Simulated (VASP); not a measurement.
# CsPbCl3 (P4/mmm) in VASP: further runs

CsPbCl3 is run at these levels: PBEsol; tasks: single point.

All numbers are computed with VASP 6.6.1; they aren't measurements. Logs are shortened: lines on timing, memory, paths and dates and some standing lists are left out, and cuts for length are marked.

**1. The cell of the first run**

The structure is tetragonal, space group P4/mmm (No. 123). Conventional cell: a = 5.885 Å, b = 5.885 Å, c = 5.325 Å, α = 90.00°, β = 90.00°, γ = 90.00°. Within 5.4 Å of Cs (site symmetry 4/mmm) lie 12 Cl at 3.97 to 4.16 Å and 8 Pb at 4.94 Å and 2 Cs at 5.32 Å. Within 3.5 Å of Pb (site symmetry 4/mmm) lie 6 Cl at 2.66 to 2.94 Å. Within 4.0 Å of Cl (site symmetry mmm) lie 2 Pb at 2.94 Å and 4 Cs at 3.97 Å and 4 Cl at 3.97 Å. Cl (site symmetry 4/mmm) has 2 Pb at 2.66 Å within 3.5 Å.

**2. Single point, PBEsol (strain +0.050 along x and y, -0.050 along z)**

Contents of INCAR:

```
ALGO     = Normal         # electronic algorithm
EDIFF    = 1E-7           # SCF threshold, eV
ENCUT    = 520            # plane-wave cutoff, eV
GGA      = PS             # functional
ISIF     = 2              # what is computed and relaxed
ISMEAR   = 0              # smearing method
LASPH    = T              # aspherical terms in the spheres
LCHARG   = F              # write CHGCAR
LREAL    = F              # projectors in reciprocal space
LWAVE    = F              # write WAVECAR
NBANDS   = 30             # bands
NELM     = 60             # most SCF steps
PREC     = Accurate       # precision mode
SIGMA    = 0.05           # smearing width, eV
```

Contents of KPOINTS:

```
k-points
0
Gamma
  6 6 6
```

Contents of POSCAR:

```
CsPbCl3
1.0
    5.8852500000      0.0000000000      0.0000000000
    0.0000000000      5.8852500000      0.0000000000
    0.0000000000      0.0000000000      5.3247500000
Cs Pb Cl
1 1 3
Direct
    0.0000000000      0.0000000000      0.0000000000
    0.5000000000      0.5000000000      0.5000000000
    0.0000000000      0.5000000000      0.5000000000
    0.5000000000      0.0000000000      0.5000000000
    0.5000000000      0.5000000000      0.0000000000
```

Potentials or basis: VASP PAW PBE potentials, release 64 (Cs_sv, Pb_d, Cl).

Command:

```bash
$ cat potpaw_PBE.64/Cs_sv/POTCAR potpaw_PBE.64/Pb_d/POTCAR potpaw_PBE.64/Cl/POTCAR > POTCAR
$ mpirun -np 1 vasp_std > vasp.out
```

OUTCAR:

```text
EDIFF = 1E-7
   ENCUT = 520
   GGA = PS
   ISIF = 2
   ISMEAR = 0
   LASPH = T
   LREAL = F
   NELM = 60
   PREC = Accurate

 ion  position               nearest neighbor table
   1  0.000  0.000  0.000-
   2  0.500  0.500  0.500-   5 2.66   5 2.66   3 2.94   4 2.94   4 2.94   3 2.94
   3  0.000  0.500  0.500-   2 2.94   2 2.94
   4  0.500  0.000  0.500-   2 2.94   2 2.94
   5  0.500  0.500  0.000-   2 2.66   2 2.66

  LATTYP: Found a simple tetragonal cell.
 ALAT       =     5.8852500000
 C/A-ratio  =     0.9047619048

  Lattice vectors:

 A1 = (   5.8852500000,   0.0000000000,   0.0000000000)
 A2 = (   0.0000000000,   5.8852500000,   0.0000000000)
 A3 = (   0.0000000000,   0.0000000000,   5.3247500000)

Analysis of symmetry for initial positions (statically):
=====================================================================
 Subroutine PRICEL returns:
 Original cell was already a primitive cell.

 Routine SETGRP: Setting up the symmetry group for a
 simple tetragonal supercell.

 Subroutine GETGRP returns: Found 16 space group operations
 (whereof 16 operations were pure point group operations)
 out of a pool of 16 trial point group operations.

The static configuration has the point symmetry D_4h.

Analysis of symmetry for dynamics (positions and initial velocities):
=====================================================================
 Subroutine PRICEL returns:
 Original cell was already a primitive cell.

 Routine SETGRP: Setting up the symmetry group for a
 simple tetragonal supercell.

 Subroutine GETGRP returns: Found 16 space group operations
 (whereof 16 operations were pure point group operations)
 out of a pool of 16 trial point group operations.

The dynamic configuration has the point symmetry D_4h.

 Subroutine INISYM returns: Found 16 space group operations
 (whereof 16 operations are pure point group operations),
 and found     1 'primitive' translations

----------------------------------------------------------------------------------------

                                     Primitive cell
[... 91 lines left out ...]
   ISPIN  =      1    spin polarized calculation?
   LNONCOLLINEAR =      F non collinear calculations
   LSORBIT =      F    spin-orbit coupling
   LASPH  =      T    aspherical Exc in radial PAW
   ENCUT  =  520.0 eV  38.22 Ry    6.18 a.u.  10.94 10.94  9.90*2*pi/ulx,y,z
   NELM   =     60;   NELMIN=  2; NELMDL= -5     # of ELM steps
   EDIFF  = 0.1E-06   stopping-criterion for ELM
   LREAL  =      F    real-space projection
   EDIFFG = 0.1E-05   stopping-criterion for IOM
   NSW    =      0    number of steps for IOM
   IBRION =     -1    ionic relax: 0-MD 1-quasi-New 2-CG
   NFREE  =      0    steps in history (QN), initial steepest desc. (CG)
   ISIF   =      2    stress and relaxation
   ISYM   =      2    0-nonsym 1-usesym 2-fastsym
   POTIM  = 0.5000    time-step for ionic-motion
   TEBEG  =    0.0;   TEEND  =   0.0 temperature during run
   PSTRESS=    0.0 pullay stress
   NELECT =      44.0000    total number of electrons
   NUPDOWN=      -1.0000    fix difference up-down
   EMIN   =  10.00;   EMAX   =-10.00  energy-range for DOS
   EFERMI =   0.00;   METHOD = LEGACY
   ISMEAR =     0;   SIGMA  =   0.05  broadening in eV -4-tet -1-fermi 0-gaus
   EFERMI_NEDOS =   21; number of points for ismear=-14 and -15
   IALGO  =     38    algorithm
   IMIX   =      4    mixing-type and parameters
     AMIX     =   0.40;   BMIX     =  1.00
     AMIX_MAG =   1.60;   BMIX_MAG =  1.00
  volume/ion in A,a.u.               =      36.89       248.92
  Fermi-wavevector in a.u.,A,eV,Ry     =   1.015351  1.918734 14.026748  1.030937
  Thomas-Fermi vector in A             =   2.148631
   LORBIT       =      0    0 simple, 1 ext, 2 COOP (PROOUT), +10 PAW based schemes
   GGA     = PS    functional components
   LHFCALC =     F    Hartree Fock is set to
   AEXX    =    0.0000 exact exchange contribution
   IVDW    =     0    specifies the selected vdW correction
   LEPSILON=     F    determine dielectric tensor
   LRPA    =     F    only Hartree local field effects (RPA)
 non-spin polarized calculation
 Gauss-broadening in eV      SIGMA  =   0.05
  energy-cutoff  :      520.00
  volume of cell :      184.43
 maximum number of plane-waves:      4996
 NGX is ok and might be reduce to    48
   NGX = 21   NGY = 21   NGZ = 19

 number of electron      43.9999992 magnetization

 Free energy of the ion-electron system (eV)
  ---------------------------------------------------
  ext. energy  EPLUGINS =         0.00000000
  ---------------------------------------------------
  free energy    TOTEN  =       -18.17517703 eV

  energy without entropy =      -18.17517703  energy(sigma->0) =      -18.17517703

 E-fermi :   1.5669     XC(G=0):  -7.7980

 val. band max:        1.2876266829   @ k =   0.5000   0.5000   0.5000
 cond. band min:       2.9158310365   @ k =   0.5000   0.5000   0.5000
 fundamental gap:      1.6282043536
 Fermi energy:         1.5668586004

 k-point     1 :       0.0000    0.0000    0.0000
  band No.  band energies     occupation
      1     -19.9746      2.00000
      2     -15.5883      2.00000
      3     -15.3438      2.00000
      4     -15.2323      2.00000
      5     -15.2071      2.00000
      6     -15.2071      2.00000
[... 781 lines left out ...]
     29       7.3813      0.00000
     30       7.3853      0.00000

 [... further k-points ...]

------------------------ aborting loop because EDIFF is reached ----------------------------------------

  FORCE on cell =-STRESS in cart. coord.  units (eV):
  Direction    XX          YY          ZZ          XY          YZ          ZX
  --------------------------------------------------------------------------------------
  -------------------------------------------------------------------------------------
  Total       -2.4262943     -2.4262943      3.5902706      0.0000000      0.0000000      0.0000000
  in kB      -21.0777868    -21.0777868     31.1895216      0.0000000      0.0000000      0.0000000
  external PRESSURE =      -3.6553507 kB  Pullay stress =       0.0000000 kB

 VOLUME and BASIS-vectors are now :
 -----------------------------------------------------------------------------
  energy-cutoff  :      520.00
  volume of cell :      184.43
      direct lattice vectors                 reciprocal lattice vectors
     5.885250000  0.000000000  0.000000000     0.169916316  0.000000000  0.000000000
     0.000000000  5.885250000  0.000000000     0.000000000  0.169916316  0.000000000
     0.000000000  0.000000000  5.324750000     0.000000000  0.000000000  0.187802244

 POSITION                                       TOTAL-FORCE (eV/Angst)
 -----------------------------------------------------------------------------------
      0.00000      0.00000      0.00000         0.000000      0.000000      0.000000
      2.94263      2.94263      2.66237         0.000000      0.000000      0.000000
      0.00000      2.94263      2.66237         0.000000      0.000000      0.000000
      2.94263      0.00000      2.66237         0.000000      0.000000      0.000000
      2.94263      2.94263      0.00000         0.000000      0.000000      0.000000
 -----------------------------------------------------------------------------------
    total drift:                                0.000000     -0.000000     -0.000000

  FREE ENERGIE OF THE ION-ELECTRON SYSTEM (eV)
  ---------------------------------------------------
  free  energy   TOTEN  =       -18.1751770286 eV

  energy  without entropy=      -18.1751770286  energy(sigma->0) =      -18.17517703
```

It took 5.4 min on 1 thread of Intel Xeon 8259CL, shared host; peak memory 0.43 GiB.

What came out:

| Item | Value |
| --- | --- |
| Free energy | -18.1752 eV |
| Pressure | -0.4 GPa |
| Band gap on the k mesh | 1.63 eV |

Levels at points of the mesh, in eV from the valence-band top:
```
           k point  band 20  band 21  band 22  band 23  band 24  band 25
(0.00, 0.00, 0.00)    -2.30    -2.30    -2.28     3.28     4.28     4.52
(0.50, 0.00, 0.00)    -2.38    -2.35    -1.82     2.78     4.55     4.81
(0.50, 0.50, 0.00)    -2.45    -2.06    -1.21     2.41     2.41     5.36
(0.00, 0.00, 0.50)    -2.39    -2.39    -1.16     3.24     4.58     4.58
(0.50, 0.00, 0.50)    -2.50    -2.04    -0.57     2.07     2.87     4.25
(0.50, 0.50, 0.50)    -2.02    -2.02     0.00     1.63     1.63     2.39
```

Caveat: the cell differs from its parent crystal (strain +0.050 along x and y, -0.050 along z); the PAW data sets were made with another functional, which shifts forces and pressure a little; spin-orbit coupling is left out, which moves the levels of the heavy elements.

**3. Single point, PBEsol (strain +0.000 along x and y, +0.050 along z)**

Contents of INCAR:

```
SYSTEM = CsPbCl3
  PREC = Accurate
  ENCUT = 520
  EDIFF = 1E-7
  ISMEAR = 0
  SIGMA = 0.05
  LREAL = .FALSE.
  LASPH = .TRUE.
  NELM = 80
  ALGO = Normal
  ISIF = 2
  LWAVE = .FALSE.
  LCHARG = .FALSE.
  GGA = PS
  NBANDS = 30
```

Contents of KPOINTS:

```
regular mesh
0
G
  6 6 6
  0 0 0
```

Edit POSCAR of step 2 so:

```diff
@@ -2,5 +2,5 @@
 1.0
-    5.8852500000      0.0000000000      0.0000000000
-    0.0000000000      5.8852500000      0.0000000000
-    0.0000000000      0.0000000000      5.3247500000
+    5.6050000000      0.0000000000      0.0000000000
+    0.0000000000      5.6050000000      0.0000000000
+    0.0000000000      0.0000000000      5.8852500000
 Cs Pb Cl
```

Potentials or basis: VASP PAW PBE potentials, release 64 (Cs_sv, Pb_d, Cl).

Command:

```bash
$ cat potpaw_PBE.64/Cs_sv/POTCAR potpaw_PBE.64/Pb_d/POTCAR potpaw_PBE.64/Cl/POTCAR > POTCAR
$ mpirun -np 1 vasp_std > vasp.out
```

It took 5.3 min on 1 thread of Intel Xeon 8259CL, shared host; peak memory 0.4 GiB.

Results (log left out):

- Free energy: -18.3234 eV
- Pressure: -0.9 GPa
- Band gap on the k mesh: 1.77 eV

Stress tensor (GPa, compression positive):
```
-0.22  0.00  0.00
 0.00 -0.22  0.00
 0.00  0.00 -2.12
```

Levels at points of the mesh, in eV from the valence-band top:
```
           k point  band 19  band 20  band 21  band 22  band 23  band 24  band 25  band 26
(0.00, 0.00, 0.00)    -2.29    -2.21    -2.17    -2.17     3.43     4.47     4.59     5.35
(0.50, 0.00, 0.00)    -2.38    -2.32    -2.25    -1.44     3.06     4.83     4.83     5.46
(0.50, 0.50, 0.00)    -2.38    -2.38    -1.89    -0.57     2.55     2.55     4.39     5.55
(0.00, 0.00, 0.50)    -2.32    -2.29    -2.29    -1.70     2.87     4.71     5.22     5.52
(0.50, 0.00, 0.50)    -2.44    -2.38    -1.92    -0.83     2.36     2.69     5.15     5.51
(0.50, 0.50, 0.50)    -1.90    -1.90    -1.88     0.00     1.77     2.10     2.10     5.20
```

Caveat: the cell differs from its parent crystal (strain +0.000 along x and y, +0.050 along z); the PAW data sets were made with another functional, which shifts forces and pressure a little; spin-orbit coupling is left out, which moves the levels of the heavy elements. A k mesh can miss the band edges.

**4. Single point, PBEsol (strain -0.025 along x and y, +0.050 along z)**

Contents of INCAR:

```
PREC = Accurate
ENCUT = 520
EDIFF = 1E-7
ISMEAR = 0
SIGMA = 0.05
LREAL = False
LASPH = True
NELM = 80
ALGO = Normal
ISIF = 2
LWAVE = False
LCHARG = False
GGA = PS
NBANDS = 30
```

Contents of KPOINTS:

```
regular mesh
0
Gamma
  6 6 6
```

Edit POSCAR of step 3 so:

```diff
@@ -2,4 +2,4 @@
 1.0
-    5.6050000000      0.0000000000      0.0000000000
-    0.0000000000      5.6050000000      0.0000000000
+    5.4648750000      0.0000000000      0.0000000000
+    0.0000000000      5.4648750000      0.0000000000
     0.0000000000      0.0000000000      5.8852500000
```

Command:

```bash
$ cat potpaw_PBE.64/Cs_sv/POTCAR potpaw_PBE.64/Pb_d/POTCAR potpaw_PBE.64/Cl/POTCAR > POTCAR
$ mpirun -np 1 vasp_std > vasp.out
```

It took 2.6 min on 1 thread of Intel Xeon 6975P-C (Granite Rapids), shared host; peak memory 0.38 GiB.

The run converged. Its results:

* Free energy: -18.2817 eV
* Pressure: 0.5 GPa
* Band gap on the k mesh: 1.38 eV

Stress tensor (GPa, compression positive):
```
 1.70  0.00  0.00
 0.00  1.70  0.00
 0.00  0.00 -1.83
```

Levels at points of the mesh, in eV from the valence-band top:
| k point | band 18 | band 19 | band 20 | band 21 | band 22 | band 23 | band 24 | band 25 | band 26 | band 27 |
| --- | --- | --- | --- | --- | --- | --- | --- | --- | --- | --- |
| (0.00, 0.00, 0.00) | -2.73 | -2.73 | -2.63 | -2.57 | -2.57 | 3.11 | 4.01 | 4.21 | 4.94 | 4.94 |
| (0.50, 0.00, 0.00) | -2.90 | -2.83 | -2.75 | -2.69 | -1.59 | 2.99 | 4.50 | 4.56 | 5.18 | 5.43 |
| (0.50, 0.50, 0.00) | -2.86 | -2.77 | -2.77 | -2.28 | -0.56 | 2.38 | 2.38 | 3.99 | 5.26 | 5.72 |
| (0.00, 0.00, 0.50) | -2.77 | -2.77 | -2.68 | -2.68 | -2.06 | 2.67 | 4.38 | 4.77 | 5.30 | 5.48 |
| (0.50, 0.00, 0.50) | -2.97 | -2.83 | -2.80 | -2.34 | -0.99 | 2.07 | 2.61 | 5.15 | 5.17 | 5.51 |
| (0.50, 0.50, 0.50) | -2.81 | -2.31 | -2.31 | -2.27 | 0.00 | 1.38 | 1.91 | 1.91 | 4.86 | 5.31 |

Caveat: the cell differs from its parent crystal (strain -0.025 along x and y, +0.050 along z); the PAW data sets were made with another functional, which shifts forces and pressure a little; spin-orbit coupling is left out, which moves the levels of the heavy elements.

(Continued in part 2 of 2.)
